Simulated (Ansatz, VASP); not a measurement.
One calculation of ZnS, two programs

```
Zn S
1.0
     3.78542    0.00000    0.00000
    -1.89271    3.27827    0.00000
     0.00000    0.00000    6.19216
Zn S
2 2
Direct
  0.33333 0.66667 0.00000
  0.66667 0.33333 0.50000
  0.33333 0.66667 0.38500
  0.66667 0.33333 0.88500
```

Change from the starting cell: volume scaled by 0.98, PAW files.

Alike in both runs: task electric field gradients; functional PBE; k mesh 8 × 8 × 5; occupations fermi-dirac, width 0.03 eV; no spin polarisation.

```csv
,VASP,Ansatz
version,VASP 6.6.1,Ansatz 0.2.0
potentials or method,"VASP PAW PBE potentials, release 64 (Zn, S)","PAW with Ansatz's default frozen-core files, scalar-relativistic"
plane-wave cutoff (eV),520,420
valence electrons in the cell,36,36
```

|  | VASP | Ansatz | Ansatz less VASP |
| --- | --- | --- | --- |
| gap on the k mesh at the Fermi level (eV) | 2.35 | 2.34 | -0.007 |
| pressure (GPa) | 4.2 | 4.0 | -0.18 |
| traceless stress, the component that is largest in VASP (GPa) | -1.58 | -1.56 | +0.023 |
| rms of the force components (eV/Å) | 0.201 | 0.199 | -0.0019 |
| size of Vzz on the site where it differs most (V/Å²) | 19.7 | 18.5 | -1.25 |

Atom by atom the forces differ by 0.002 eV/Å (rms over components).
